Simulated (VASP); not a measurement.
# W (I4/mmm) in VASP: further runs

The runs below take W through single point, with PBEsol.

Program: VASP 6.6.1. These are calculated values, not measurements. Logs are shortened: lines on timing, memory, paths and dates and some standing lists are left out, and cuts for length are marked.

### Step 1. The cell of the first run

Symmetry: I4/mmm, No. 139, tetragonal system. Conventional cell: a = 2.957 Å, b = 2.957 Å, c = 4.121 Å, α = 90.00°, β = 90.00°, γ = 90.00°. Within 3.9 Å of W (site symmetry 4/mmm) lie 12 W at 2.94 to 2.96 Å.

### Step 2. Single point, PBEsol (strain +0.030 along x and y, +0.015 along z)

File INCAR:

```
SYSTEM = W
  PREC = Accurate
  ENCUT = 520
  EDIFF = 1E-6
  ISMEAR = 0
  SIGMA = 0.15
  LREAL = .FALSE.
  LASPH = .TRUE.
  NELM = 80
  ALGO = Fast
  ISIF = 2
  LWAVE = .FALSE.
  LCHARG = .FALSE.
  GGA = PS
  NBANDS = 13
```

File KPOINTS:

```
regular mesh
0
G
  20 20 20
  0 0 0
```

File POSCAR:

```
W
1.0
    0.0000000000      2.0909000000      2.0604500000
    2.0909000000      0.0000000000      2.0604500000
    2.0909000000      2.0909000000      0.0000000000
W
1
Direct
    0.0000000000      0.0000000000      0.0000000000
```

Potentials or basis: VASP PAW PBE potentials, release 64 (W_sv).

Launch:

```bash
$ cat potpaw_PBE.64/W_sv/POTCAR > POTCAR
$ mpirun -np 1 vasp_std > vasp.out
```

OUTCAR:

```text
SYSTEM = W
   PREC = Accurate
   ENCUT = 520
   EDIFF = 1E-6
   ISMEAR = 0
   LREAL = .FALSE.
   LASPH = .TRUE.
   NELM = 80
   ISIF = 2
   GGA = PS

 ion  position               nearest neighbor table
   1  0.000  0.000  0.000-

  LATTYP: Found a body centered tetragonal cell.
 ALAT       =     2.9569791376
 C/A-ratio  =     1.3936182192

  Lattice vectors:

 A1 = (   0.0000000000,  -2.0909000000,  -2.0604500000)
 A2 = (   0.0000000000,   2.0909000000,  -2.0604500000)
 A3 = (   2.0909000000,   0.0000000000,   2.0604500000)

Analysis of symmetry for initial positions (statically):
=====================================================================
 Subroutine PRICEL returns:
 Original cell was already a primitive cell.

 Routine SETGRP: Setting up the symmetry group for a
 body centered tetragonal supercell.

 Subroutine GETGRP returns: Found 16 space group operations
 (whereof 16 operations were pure point group operations)
 out of a pool of 16 trial point group operations.

The static configuration has the point symmetry D_4h.

Analysis of symmetry for dynamics (positions and initial velocities):
=====================================================================
 Subroutine PRICEL returns:
 Original cell was already a primitive cell.

 Routine SETGRP: Setting up the symmetry group for a
 body centered tetragonal supercell.

 Subroutine GETGRP returns: Found 16 space group operations
 (whereof 16 operations were pure point group operations)
 out of a pool of 16 trial point group operations.

The dynamic configuration has the point symmetry D_4h.

 Subroutine INISYM returns: Found 16 space group operations
 (whereof 16 operations are pure point group operations),
 and found     1 'primitive' translations

----------------------------------------------------------------------------------------

                                     Primitive cell

  volume of cell :      18.0160

  direct lattice vectors                    reciprocal lattice vectors
     0.000000000  2.090900000  2.060450000    -0.239131474  0.239131474  0.242665437
     2.090900000  0.000000000  2.060450000     0.239131474 -0.239131474  0.242665437
     2.090900000  2.090900000  0.000000000     0.239131474  0.239131474 -0.242665437

  length of vectors
     2.935526701  2.935526701  2.956979138     0.416238199  0.416238199  0.416238199

  position of ions in fractional coordinates (direct lattice)
     0.000000000  0.000000000  0.000000000

  ion indices of the primitive-cell ions
   primitive index   ion index
                 1           1

----------------------------------------------------------------------------------------

 KPOINTS: regular mesh

Automatic generation of k-mesh.
 Grid dimensions read from file:
 generate k-points for:   20   20   20

 Generating k-lattice:

  Cartesian coordinates                     Fractional coordinates (reciprocal lattice)
    -0.011956574  0.011956574  0.012133272     0.050000000 -0.000000000  0.000000000
     0.011956574 -0.011956574  0.012133272    -0.000000000  0.050000000  0.000000000
     0.011956574  0.011956574 -0.012133272     0.000000000  0.000000000  0.050000000

  Length of vectors
     0.020811910  0.020811910  0.020811910

  Shift w.r.t. Gamma in fractional coordinates (k-lattice)
     0.000000000  0.000000000  0.000000000

 Subroutine IBZKPT returns following result:
 ===========================================

 Found    641 irreducible k-points:

 Following reciprocal coordinates:
            Coordinates               Weight
  0.000000  0.000000  0.000000      1.000000
  0.050000  0.000000  0.000000      8.000000
  0.100000  0.000000  0.000000      8.000000
  0.150000  0.000000  0.000000      8.000000
  0.200000  0.000000  0.000000      8.000000
  0.250000  0.000000  0.000000      8.000000
[... 16 lines left out ...]
 -0.400000  0.050000  0.000000      8.000000
 -0.350000  0.050000  0.000000      8.000000
 [... further k-points ...]
   k-points           NKPTS =    641   k-points in BZ     NKDIM =    641   number of bands    NBANDS=     13
   number of dos      NEDOS =    301   number of ions     NIONS =      1
   total plane-waves  NPLWV =  13824
   dimension x,y,z NGX =    24 NGY =   24 NGZ =   24
   dimension x,y,z NGXF=    48 NGYF=   48 NGZF=   48
   ions per type =               1
   NGX,Y,Z   is equivalent  to a cutoff of  13.59, 13.59, 13.49 a.u.
   NGXF,Y,Z  is equivalent  to a cutoff of  27.18, 27.18, 26.99 a.u.
 SYSTEM =  W
   PREC   = accura    normal or accurate (medium, high low for compatibility)
   ISTART =      0    job   : 0-new  1-cont  2-samecut
   ICHARG =      2    charge: 1-file 2-atom 10-const
   ISPIN  =      1    spin polarized calculation?
   LNONCOLLINEAR =      F non collinear calculations
   LSORBIT =      F    spin-orbit coupling
   LASPH  =      T    aspherical Exc in radial PAW
   ENCUT  =  520.0 eV  38.22 Ry    6.18 a.u.   5.46  5.46  5.50*2*pi/ulx,y,z
   NELM   =     80;   NELMIN=  2; NELMDL= -5     # of ELM steps
   EDIFF  = 0.1E-05   stopping-criterion for ELM
   LREAL  =      F    real-space projection
   EDIFFG = 0.1E-04   stopping-criterion for IOM
   NSW    =      0    number of steps for IOM
   IBRION =     -1    ionic relax: 0-MD 1-quasi-New 2-CG
   NFREE  =      0    steps in history (QN), initial steepest desc. (CG)
   ISIF   =      2    stress and relaxation
   ISYM   =      2    0-nonsym 1-usesym 2-fastsym
   POTIM  = 0.5000    time-step for ionic-motion
   TEBEG  =    0.0;   TEEND  =   0.0 temperature during run
   PSTRESS=    0.0 pullay stress
   NELECT =      14.0000    total number of electrons
   NUPDOWN=      -1.0000    fix difference up-down
   EMIN   =  10.00;   EMAX   =-10.00  energy-range for DOS
   EFERMI =   0.00;   METHOD = LEGACY
   ISMEAR =     0;   SIGMA  =   0.15  broadening in eV -4-tet -1-fermi 0-gaus
   EFERMI_NEDOS =   21; number of points for ismear=-14 and -15
   IALGO  =     68    algorithm
   IMIX   =      4    mixing-type and parameters
     AMIX     =   0.40;   BMIX     =  1.00
     AMIX_MAG =   1.60;   BMIX_MAG =  1.00
  volume/ion in A,a.u.               =      18.02       121.58
  Fermi-wavevector in a.u.,A,eV,Ry     =   1.505098  2.844222 30.821530  2.265319
  Thomas-Fermi vector in A             =   2.615991
   LORBIT       =      0    0 simple, 1 ext, 2 COOP (PROOUT), +10 PAW based schemes
   GGA     = PS    functional components
   LHFCALC =     F    Hartree Fock is set to
   AEXX    =    0.0000 exact exchange contribution
   IVDW    =     0    specifies the selected vdW correction
   LEPSILON=     F    determine dielectric tensor
   LRPA    =     F    only Hartree local field effects (RPA)
 non-spin polarized calculation
 RMM-DIIS sequential band-by-band and
 Gauss-broadening in eV      SIGMA  =   0.15
  energy-cutoff  :      520.00
  volume of cell :       18.02
 maximum number of plane-waves:       518
 NGX is ok and might be reduce to    24
   NGX = 11   NGY = 11   NGZ = 11

 number of electron      13.9999999 magnetization

 Free energy of the ion-electron system (eV)
  ---------------------------------------------------
  ext. energy  EPLUGINS =         0.00000000
  ---------------------------------------------------
  free energy    TOTEN  =       -13.12526215 eV

  energy without entropy =      -13.10880918  energy(sigma->0) =      -13.11703567

 E-fermi :   9.0943     XC(G=0): -13.0437

 val. band max:        9.0916872331   @ k =  -0.1500   0.1000   0.0500
 cond. band min:       9.0952138327   @ k =  -0.3500   0.0500   0.1500
 fundamental gap:      0.0035265996
 Fermi energy:         9.0943082389

 k-point     1 :       0.0000    0.0000    0.0000
  band No.  band energies     occupation
      1     -64.7426      2.00000
      2     -28.4700      2.00000
      3     -28.4700      2.00000
      4     -28.4590      2.00000
      5       0.5777      2.00000
      6       8.5685      2.00000
      7       8.5685      2.00000
      8       8.7390      1.99919
      9      11.2158      0.00000
     10      11.4632      0.00000
     11      21.7888      0.00000
     12      26.3714      0.00000
     13      26.3714      0.00000

 k-point     2 :       0.0500    0.0000    0.0000
  band No.  band energies     occupation
      1     -64.7409      2.00000
      2     -28.4889      2.00000
      3     -28.4731      2.00000
      4     -28.4643      2.00000
      5       0.6767      2.00000
      6       8.5217      2.00000
      7       8.6146      1.99999
      8       8.7573      1.99852
      9      11.1787      0.00000
     10      11.4203      0.00000
     11      21.9858      0.00000
     12      25.9927      0.00000
     13      26.5525      0.00000

 k-point     3 :       0.1000    0.0000    0.0000
  band No.  band energies     occupation
      1     -64.7360      2.00000
      2     -28.5503      2.00000
      3     -28.4819      2.00000
      4     -28.4727      2.00000
      5       0.9664      2.00000
      6       8.3403      2.00000
      7       8.7376      1.99923
      8       8.8633      1.97059
      9      11.0925      0.00000
     10      11.3155      0.00000
     11      22.5319      0.00000
     12      25.0301      0.00000
     13      27.0818      0.00000

 k-point     4 :       0.1500    0.0000    0.0000
  band No.  band energies     occupation
      1     -64.7284      2.00000
      2     -28.6459      2.00000
      3     -28.4957      2.00000
      4     -28.4846      2.00000
      5       1.4235      2.00000
      6       8.0805      2.00000
      7       8.8855      1.95100
      8       9.0165      1.53667
      9      11.0326      0.00000
     10      11.2200      0.00000
     11      23.1664      0.00000
     12      24.1414      0.00000
     13      27.9208      0.00000

 k-point     5 :       0.2000    0.0000    0.0000
  band No.  band energies     occupation
      1     -64.7188      2.00000
      2     -28.7648      2.00000
      3     -28.5129      2.00000
      4     -28.4995      2.00000
      5       2.0039      2.00000
      6       7.8344      2.00000
      7       8.9692      1.76174
      8       9.1221      0.79323
      9      11.1132      0.00000
     10      11.2454      0.00000
     11      22.6680      0.00000
     12      24.4949      0.00000
     13      29.0157      0.00000
[... 257 lines left out ...]
 k-point    22 :      -0.4500    0.0500    0.0000
  band No.  band energies     occupation
      1     -64.6734      2.00000
      2     -29.2848      2.00000
      3     -28.5932      2.00000
      4     -28.5846      2.00000
      5       4.0442      2.00000
      6       8.3993      2.00000
      7       8.4214      2.00000
      8       9.3142      0.03814
      9      13.3729      0.00000
     10      13.6638      0.00000
     11      18.1261      0.00000
     12      21.6697      0.00000
     13      26.7220      0.00000

 k-point    23 :      -0.4000    0.0500    0.0000
  band No.  band energies     occupation
      1     -64.6773      2.00000
      2     -29.2403      2.00000
      3     -28.5828      2.00000
      4     -28.5821      2.00000
      5       3.9790      2.00000
      6       8.4586      2.00000
      7       8.4905      2.00000
      8       8.8730      1.96311
      9      12.9258      0.00000
     10      13.4502      0.00000
     11      18.8354      0.00000
     12      22.0785      0.00000
     13      27.1163      0.00000

 k-point    24 :      -0.3500    0.0500    0.0000
  band No.  band energies     occupation
      1     -64.6842      2.00000
      2     -29.1623      2.00000
      3     -28.5743      2.00000
      4     -28.5678      2.00000
      5       3.8030      2.00000
      6       8.2014      2.00000
      7       8.6203      1.99999
      8       8.6884      1.99987
      9      12.3353      0.00000
     10      13.0346      0.00000
     11      19.7894      0.00000
     12      22.8883      0.00000
     13      27.9290      0.00000

 [... further k-points ...]
[... 5 lines left out ...]
  --------------------------------------------------------------------------------------
  -------------------------------------------------------------------------------------
  Total       -2.9754726     -2.9754726     -3.4709516      0.0000000     -0.0000000      0.0000000
  in kB     -264.6110271   -264.6110271   -308.6743520      0.0000000     -0.0000000      0.0000000
  external PRESSURE =    -279.2988020 kB  Pullay stress =       0.0000000 kB

 VOLUME and BASIS-vectors are now :
 -----------------------------------------------------------------------------
  energy-cutoff  :      520.00
  volume of cell :       18.02
      direct lattice vectors                 reciprocal lattice vectors
     0.000000000  2.090900000  2.060450000    -0.239131474  0.239131474  0.242665437
     2.090900000  0.000000000  2.060450000     0.239131474 -0.239131474  0.242665437
     2.090900000  2.090900000  0.000000000     0.239131474  0.239131474 -0.242665437

 POSITION                                       TOTAL-FORCE (eV/Angst)
 -----------------------------------------------------------------------------------
      0.00000      0.00000      0.00000        -0.000000      0.000000      0.000000
 -----------------------------------------------------------------------------------
    total drift:                               -0.000000      0.000000     -0.000000

  FREE ENERGIE OF THE ION-ELECTRON SYSTEM (eV)
  ---------------------------------------------------
  free  energy   TOTEN  =       -13.1252621531 eV

  energy  without entropy=      -13.1088091785  energy(sigma->0) =      -13.11703567
```

Run time: 75 s. Hardware: 1 thread of AMD EPYC 9R45 (Zen 5), shared host; peak memory 0.23 GiB.

Results:

```yaml
Free_energy: -13.1253 eV
Pressure: -27.9 GPa
Band_gap_on_the_k_mesh: zero (band 7 reaches 11.88 eV, above the bottom of band 8 at 8.63 eV)
```

Caveat: the cell differs from its parent crystal (strain +0.030 along x and y, +0.015 along z); the PAW data sets were made with another functional, which shifts forces and pressure a little; spin-orbit coupling is left out, which moves the levels of the heavy elements.

### Step 3. Single point, PBEsol (strain -0.030 along x and y, -0.015 along z)

File INCAR:

```
SYSTEM = W
PREC = Accurate
ENCUT = 520
EDIFF = 1E-6
ISMEAR = 0
SIGMA = 0.15
LREAL = .FALSE.
LASPH = .TRUE.
NELM = 100
ALGO = Normal
ISIF = 2
LWAVE = .FALSE.
LCHARG = .FALSE.
GGA = PS
NBANDS = 13
```

File KPOINTS:

```
Automatic mesh
0
G
  20 20 20
  0 0 0
```

File POSCAR:

```
W
1.0
    0.0000000000      1.9691000000      1.9995500000
    1.9691000000      0.0000000000      1.9995500000
    1.9691000000      1.9691000000      0.0000000000
W
1
Direct
    0.0000000000      0.0000000000      0.0000000000
```

Potentials or basis: VASP PAW PBE potentials, release 64 (W_sv).

Launch:

```bash
$ cat potpaw_PBE.64/W_sv/POTCAR > POTCAR
$ mpirun -np 1 vasp_std > vasp.out
```

Wall time 59 s (1 thread of AMD EPYC 9R45 (Zen 5), shared host); peak memory 0.21 GiB.

The run converged. Its results:

| Quantity | Value |
| --- | --- |
| Free energy | -13.3017 eV |
| Pressure | 10.3 GPa |
| Band gap on the k mesh | zero (band 7 reaches 14.63 eV, above the bottom of band 8 at 10.55 eV) |

Stress tensor (GPa, compression positive):
```
 8.59  0.00  0.00
 0.00  8.59  0.00
 0.00  0.00 13.65
```

Levels at points of the mesh, in eV from the Fermi level:
```csv
k point,band 5,band 6,band 7,band 8,band 9,band 10
"(0.00, 0.00, 0.00)",-9.30,-0.78,-0.57,-0.57,2.57,2.90
"(0.50, 0.00, 0.00)",-5.93,-1.02,-0.78,0.83,5.38,5.52
"(0.50, 0.50, 0.00)",-5.92,-4.86,3.19,5.43,6.25,6.25
"(0.50, 0.00, 0.50)",-5.91,-4.91,3.51,5.39,6.13,6.40
```

Caveat: the cell differs from its parent crystal (strain -0.030 along x and y, -0.015 along z); the PAW data sets were made with another functional, which shifts forces and pressure a little; spin-orbit coupling is left out, which moves the levels of the heavy elements.
